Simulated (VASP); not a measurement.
# HC4 in VASP: single point with PBEsol

Aim: the single point of HC4 with PBEsol.

All numbers are computed with VASP 6.6.1; they aren't measurements. Logs are shortened: lines on timing, memory, paths and dates and some standing lists are left out, and cuts for length are marked.

**1. The cell of the first run**

The cell holds a slab with vacuum, 20 atoms: a = 2.513 Å, b = 3.554 Å, c = 24.295 Å, α = 90.00°, β = 90.00°, γ = 90.00°.

**2. Single point, PBEsol**

INCAR

```
SYSTEM = HC4
PREC     = Accurate       ! precision mode
ENCUT    = 520            ! plane-wave cutoff, eV
EDIFF    = 1E-6           ! SCF threshold, eV
ISMEAR   = -1             ! smearing method
SIGMA    = 0.05           ! smearing width, eV
LREAL    = Auto         
LASPH    = .TRUE.         ! aspherical terms in the spheres
NELM     = 80             ! most SCF steps
ALGO     = Normal         ! electronic algorithm
ISIF     = 2              ! what is computed and relaxed
LWAVE    = .FALSE.        ! write WAVECAR
LCHARG   = .FALSE.        ! write CHGCAR
GGA      = PS             ! functional
NBANDS   = 50             ! bands
```

KPOINTS

```
Automatic mesh
0
G
  6 4 1
  0 0 0
```

POSCAR

```
HC4
1.0
    1.7769010000     -1.7769010000      0.0000000000
    0.0000000000      0.0000000000      3.5538030000
  -17.1793100000    -17.1793100000      0.0000000000
C H
16 4
Direct
    0.9998700000      0.9993950000      0.5254090000
    0.9998230000      0.9943120000      0.3195670000
    0.9998950000      0.2546420000      0.6795410000
    0.9999050000      0.2494040000      0.4737070000
    0.9998020000      0.9987160000      0.6289390000
    0.9999060000      0.9996420000      0.4219990000
    0.9998850000      0.2492680000      0.5771110000
    0.9999390000      0.2502450000      0.3701760000
    0.4998980000      0.4940840000      0.6795750000
    0.4998900000      0.4993930000      0.4737140000
    0.4997920000      0.7502950000      0.6289770000
    0.4999020000      0.7493230000      0.4219970000
    0.4998700000      0.4995780000      0.5771440000
    0.4999530000      0.4986760000      0.3701710000
    0.4998590000      0.7494140000      0.5254290000
    0.4998300000      0.7548590000      0.3195870000
    0.9997330000      0.1653000000      0.2816260000
    0.9998590000      0.0832410000      0.7174360000
    0.4998690000      0.6648830000      0.7175350000
    0.4997490000      0.5839320000      0.2816430000
```

Potentials or basis: VASP PAW PBE potentials, release 64 (C, H).

Command:

```sh
cat potpaw_PBE.64/C/POTCAR potpaw_PBE.64/H/POTCAR > POTCAR
mpirun -np 1 vasp_std > vasp.out
```

OUTCAR:

```text
SYSTEM = HC4
   PREC = Accurate
   ENCUT = 520
   EDIFF = 1E-6
   ISMEAR = -1
   LREAL = Auto
   LASPH = .TRUE.
   NELM = 80
   ISIF = 2
   GGA = PS

 ion  position               nearest neighbor table
   1  1.000  0.999  0.525-   7 1.54   4 1.54  15 1.54  15 1.54
   2  1.000  0.994  0.320-  17 1.10  16 1.52  16 1.52   8 1.53
   3  1.000  0.255  0.680-  18 1.10   9 1.52   9 1.52   5 1.53
   4  1.000  0.249  0.474-   6 1.54   1 1.54  10 1.54  10 1.54
   5  1.000  0.999  0.629-   3 1.53  11 1.54  11 1.54   7 1.54
   6  1.000  1.000  0.422-   4 1.54  12 1.54  12 1.54   8 1.54
[... 8 lines left out ...]
  15  0.500  0.749  0.525-  13 1.54   1 1.54   1 1.54  10 1.54
  16  0.500  0.755  0.320-  20 1.10   2 1.52   2 1.52  14 1.53
  17  1.000  0.165  0.282-   2 1.10
  18  1.000  0.083  0.717-   3 1.10
  19  0.500  0.665  0.718-   9 1.10
  20  0.500  0.584  0.282-  16 1.10

  LATTYP: Found a simple orthorhombic cell.
 ALAT       =     2.5129174932
 B/A-ratio  =     1.4142139603
 C/A-ratio  =     9.6681300759

  Lattice vectors:

 A1 = (   1.7769010000,  -1.7769010000,   0.0000000000)
 A2 = (   0.0000000000,   0.0000000000,   3.5538030000)
 A3 = ( -17.1793100000, -17.1793100000,   0.0000000000)

Analysis of symmetry for initial positions (statically):
=====================================================================
 Subroutine PRICEL returns:
 Original cell was already a primitive cell.

 Routine SETGRP: Setting up the symmetry group for a
 simple orthorhombic supercell.

 Subroutine GETGRP returns: Found  1 space group operations
 (whereof  1 operations were pure point group operations)
 out of a pool of  8 trial point group operations.

The static configuration has the point symmetry C_1 .

Analysis of symmetry for dynamics (positions and initial velocities):
=====================================================================
 Subroutine PRICEL returns:
 Original cell was already a primitive cell.

 Routine SETGRP: Setting up the symmetry group for a
 simple orthorhombic supercell.

 Subroutine GETGRP returns: Found  1 space group operations
 (whereof  1 operations were pure point group operations)
 out of a pool of  8 trial point group operations.

The dynamic configuration has the point symmetry C_1 .

 Subroutine INISYM returns: Found  1 space group operations
 (whereof  1 operations are pure point group operations),
 and found     1 'primitive' translations

----------------------------------------------------------------------------------------

                                     Primitive cell

  volume of cell :     216.9663

  direct lattice vectors                    reciprocal lattice vectors
     1.776901000 -1.776901000  0.000000000     0.281388777 -0.281388777  0.000000000
     0.000000000  0.000000000  3.553803000     0.000000000  0.000000000  0.281388698
   -17.179310000-17.179310000  0.000000000    -0.029104778 -0.029104778  0.000000000

  length of vectors
     2.512917493  3.553803000 24.295213194     0.397943825  0.281388698  0.041160371

  position of ions in fractional coordinates (direct lattice)
     0.999870000  0.999395000  0.525409000
     0.999823000  0.994312000  0.319567000
     0.999895000  0.254642000  0.679541000
     0.999905000  0.249404000  0.473707000
     0.999802000  0.998716000  0.628939000
     0.999906000  0.999642000  0.421999000
[... 12 lines left out ...]
     0.499869000  0.664883000  0.717535000
     0.499749000  0.583932000  0.281643000

  ion indices of the primitive-cell ions
   primitive index   ion index
                 1           1
                 2           2
                 3           3
                 4           4
                 5           5
                 6           6
[... 12 lines left out ...]
                19          19
                20          20

----------------------------------------------------------------------------------------

 KPOINTS: Automatic mesh

Automatic generation of k-mesh.
 Grid dimensions read from file:
 generate k-points for:    6    4    1

 Generating k-lattice:

  Cartesian coordinates                     Fractional coordinates (reciprocal lattice)
     0.046898130 -0.046898130  0.000000000     0.166666667  0.000000000  0.000000000
     0.000000000  0.000000000  0.070347175     0.000000000  0.250000000  0.000000000
    -0.029104778 -0.029104778  0.000000000     0.000000000  0.000000000  1.000000000

  Length of vectors
     0.066323971  0.070347175  0.041160371

  Shift w.r.t. Gamma in fractional coordinates (k-lattice)
     0.000000000  0.000000000  0.000000000

 Subroutine IBZKPT returns following result:
 ===========================================

 Found     14 irreducible k-points:

 Following reciprocal coordinates:
            Coordinates               Weight
  0.000000  0.000000  0.000000      1.000000
  0.166667  0.000000  0.000000      2.000000
  0.333333  0.000000  0.000000      2.000000
  0.500000  0.000000  0.000000      1.000000
  0.000000  0.250000  0.000000      2.000000
  0.166667  0.250000  0.000000      2.000000
  0.166667 -0.250000  0.000000      2.000000
  0.333333  0.250000  0.000000      2.000000
  0.333333 -0.250000  0.000000      2.000000
  0.500000  0.250000  0.000000      2.000000
  0.000000  0.500000  0.000000      1.000000
  0.166667  0.500000  0.000000      2.000000
  0.333333  0.500000  0.000000      2.000000
  0.500000  0.500000  0.000000      1.000000
   k-points           NKPTS =     14   k-points in BZ     NKDIM =     14   number of bands    NBANDS=     50
   number of dos      NEDOS =    301   number of ions     NIONS =     20
   total plane-waves  NPLWV = 107520
   dimension x,y,z NGX =    20 NGY =   28 NGZ =  192
   dimension x,y,z NGXF=    40 NGYF=   56 NGZF=  384
   ions per type =              16   4
   NGX,Y,Z   is equivalent  to a cutoff of  13.23, 13.10, 13.14 a.u.
   NGXF,Y,Z  is equivalent  to a cutoff of  26.46, 26.20, 26.28 a.u.
 SYSTEM =  HC4
   PREC   = accura    normal or accurate (medium, high low for compatibility)
   ISTART =      0    job   : 0-new  1-cont  2-samecut
   ICHARG =      2    charge: 1-file 2-atom 10-const
   ISPIN  =      1    spin polarized calculation?
   LNONCOLLINEAR =      F non collinear calculations
   LSORBIT =      F    spin-orbit coupling
   LASPH  =      T    aspherical Exc in radial PAW
   ENCUT  =  520.0 eV  38.22 Ry    6.18 a.u.   4.67  6.61 45.17*2*pi/ulx,y,z
   NELM   =     80;   NELMIN=  2; NELMDL= -5     # of ELM steps
   EDIFF  = 0.1E-05   stopping-criterion for ELM
   LREAL  =      T    real-space projection
   EDIFFG = 0.1E-04   stopping-criterion for IOM
   NSW    =      0    number of steps for IOM
   IBRION =     -1    ionic relax: 0-MD 1-quasi-New 2-CG
   NFREE  =      0    steps in history (QN), initial steepest desc. (CG)
   ISIF   =      2    stress and relaxation
   ISYM   =      2    0-nonsym 1-usesym 2-fastsym
   POTIM  = 0.5000    time-step for ionic-motion
   TEBEG  =    0.0;   TEEND  =   0.0 temperature during run
   PSTRESS=    0.0 pullay stress
   NELECT =      68.0000    total number of electrons
   NUPDOWN=      -1.0000    fix difference up-down
   EMIN   =  10.00;   EMAX   =-10.00  energy-range for DOS
   EFERMI =   0.00;   METHOD = LEGACY
   ISMEAR =    -1;   SIGMA  =   0.05  broadening in eV -4-tet -1-fermi 0-gaus
   EFERMI_NEDOS =   21; number of points for ismear=-14 and -15
   IALGO  =     38    algorithm
   IMIX   =      4    mixing-type and parameters
     AMIX     =   0.40;   BMIX     =  1.00
     AMIX_MAG =   1.60;   BMIX_MAG =  1.00
  volume/ion in A,a.u.               =      10.85        73.21
  Fermi-wavevector in a.u.,A,eV,Ry     =   1.112023  2.101418 16.824893  1.236595
  Thomas-Fermi vector in A             =   2.248592
   LORBIT       =      0    0 simple, 1 ext, 2 COOP (PROOUT), +10 PAW based schemes
   GGA     = PS    functional components
   LHFCALC =     F    Hartree Fock is set to
   AEXX    =    0.0000 exact exchange contribution
   IVDW    =     0    specifies the selected vdW correction
   LEPSILON=     F    determine dielectric tensor
   LRPA    =     F    only Hartree local field effects (RPA)
 non-spin polarized calculation
  energy-cutoff  :      520.00
  volume of cell :      216.97
 maximum number of plane-waves:      5887
 NGX is ok and might be reduce to    20
   NGX =  9   NGY = 13   NGZ = 91

 number of electron      68.0000006 magnetization

 Free energy of the ion-electron system (eV)
  ---------------------------------------------------
  ext. energy  EPLUGINS =         0.00000000
  ---------------------------------------------------
  free energy    TOTEN  =      -167.90206119 eV

  energy without entropy =     -167.90206119  energy(sigma->0) =     -167.90206119

 E-fermi :   3.4796     XC(G=0):  -6.7405

 val. band max:        2.4578283826   @ k =   0.0000   0.0000   0.0000
 cond. band min:       4.5613551496   @ k =   0.0000   0.0000   0.0000
 fundamental gap:      2.1035267670
 Fermi energy:         3.4796344540

 k-point     1 :       0.0000    0.0000    0.0000
  band No.  band energies     occupation
      1     -18.8227      2.00000
      2     -18.1503      2.00000
      3     -17.0396      2.00000
      4     -15.5264      2.00000
      5     -13.7441      2.00000
      6     -11.9053      2.00000
[... 38 lines left out ...]
     45       8.7877      0.00000
     46       8.8014      0.00000

 k-point     2 :       0.1667    0.0000    0.0000
  band No.  band energies     occupation
      1     -18.3065      2.00000
      2     -17.6374      2.00000
      3     -16.5325      2.00000
      4     -15.0271      2.00000
      5     -13.2553      2.00000
      6     -11.4314      2.00000
[... 38 lines left out ...]
     45       9.6515      0.00000
     46      10.4583      0.00000

 k-point     3 :       0.3333    0.0000    0.0000
  band No.  band energies     occupation
      1     -16.7756      2.00000
      2     -16.1175      2.00000
      3     -15.0307      2.00000
      4     -13.5498      2.00000
      5     -11.8094      2.00000
      6     -11.3061      2.00000
[... 38 lines left out ...]
     45       9.8281      0.00000
     46      10.1323      0.00000

 k-point     4 :       0.5000    0.0000    0.0000
  band No.  band energies     occupation
      1     -14.3127      2.00000
      2     -14.3111      2.00000
      3     -13.6751      2.00000
      4     -13.6739      2.00000
      5     -12.6223      2.00000
      6     -12.6209      2.00000
[... 430 lines left out ...]
     45      10.8071      0.00000
     46      10.8081      0.00000

 k-point    13 :       0.3333    0.5000    0.0000
  band No.  band energies     occupation
      1     -14.5834      2.00000
      2     -14.5808      2.00000
      3     -13.9783      2.00000
      4     -13.9757      2.00000
      5     -12.9947      2.00000
      6     -12.9921      2.00000
[... 38 lines left out ...]
     45      11.1900      0.00000
     46      11.1904      0.00000

 k-point    14 :       0.5000    0.5000    0.0000
  band No.  band energies     occupation
      1     -12.9598      2.00000
      2     -12.9567      2.00000
      3     -12.3835      2.00000
      4     -12.3806      2.00000
      5     -11.4524      2.00000
      6     -11.4497      2.00000
[... 38 lines left out ...]
     45      11.6345      0.00000
     46      11.6384      0.00000
 [bands above 46 left out]

------------------------ aborting loop because EDIFF is reached ----------------------------------------

  FORCE on cell =-STRESS in cart. coord.  units (eV):
  Direction    XX          YY          ZZ          XY          YZ          ZX
  --------------------------------------------------------------------------------------
  -------------------------------------------------------------------------------------
  Total        1.7585566      1.7481037      5.0226383     -1.1763087     -0.0162526     -0.0198532
  in kB       12.9859772     12.9087880     37.0894332     -8.6863953     -0.1200164     -0.1466048
  external PRESSURE =      20.9947328 kB  Pullay stress =       0.0000000 kB

 VOLUME and BASIS-vectors are now :
 -----------------------------------------------------------------------------
  energy-cutoff  :      520.00
  volume of cell :      216.97
      direct lattice vectors                 reciprocal lattice vectors
     1.776901000 -1.776901000  0.000000000     0.281388777 -0.281388777  0.000000000
     0.000000000  0.000000000  3.553803000     0.000000000  0.000000000  0.281388698
   -17.179310000-17.179310000  0.000000000    -0.029104778 -0.029104778  0.000000000

 POSITION                                       TOTAL-FORCE (eV/Angst)
 -----------------------------------------------------------------------------------
     -7.24949    -10.80283      3.55165        -0.007382     -0.007420      0.000361
     -3.71335     -7.26653      3.53359         0.001205     -0.000412      0.008431
     -9.89733    -13.45076      0.90495        -0.008214     -0.005005     -0.013793
     -6.36123     -9.91469      0.88633         0.006953      0.008253      0.007476
     -9.02819    -12.58129      3.54924        -0.005058     -0.007309     -0.012699
     -5.47292     -9.02639      3.55253         0.001367      0.001967     -0.010787
[... 12 lines left out ...]
    -11.43854    -13.21497      2.36286        -0.019361     -0.019691      0.018535
     -3.95043     -5.72644      2.07518         0.026476      0.024593     -0.018545
 -----------------------------------------------------------------------------------
    total drift:                               -0.043713     -0.041163     -0.019963

  FREE ENERGIE OF THE ION-ELECTRON SYSTEM (eV)
  ---------------------------------------------------
  free  energy   TOTEN  =      -167.9020611859 eV

  energy  without entropy=     -167.9020611857  energy(sigma->0) =     -167.90206119
```

Run time: 3.3 min. Hardware: 1 thread of Intel Xeon 6975P-C (Granite Rapids), shared host; peak memory 0.34 GiB.

Results:

```yaml
Free_energy: -167.9021 eV
Largest_force: 0.041 eV/Å
Band_gap_on_the_k_mesh: 2.10 eV, direct
```

Forces in eV/Å, atoms in the order of the input:
```
C   -0.007 -0.007  0.000
C    0.001  0.000  0.008
C   -0.008 -0.005 -0.014
C    0.007  0.008  0.007
C   -0.005 -0.007 -0.013
C    0.001  0.002 -0.011
C   -0.021 -0.017  0.002
C    0.002  0.004  0.012
C    0.001  0.002  0.020
C    0.008  0.007  0.004
C    0.010  0.006 -0.008
C   -0.004 -0.004 -0.006
C   -0.003 -0.002  0.003
C   -0.008 -0.002  0.006
C    0.003  0.001  0.002
C    0.015  0.013 -0.019
H    0.024  0.022  0.018
H   -0.024 -0.024 -0.013
H   -0.019 -0.020  0.019
H    0.026  0.025 -0.019
```

Caveat: the k points lie up to 0.44 Å⁻¹ apart; the PAW data sets were made with another functional, which shifts forces and pressure a little.
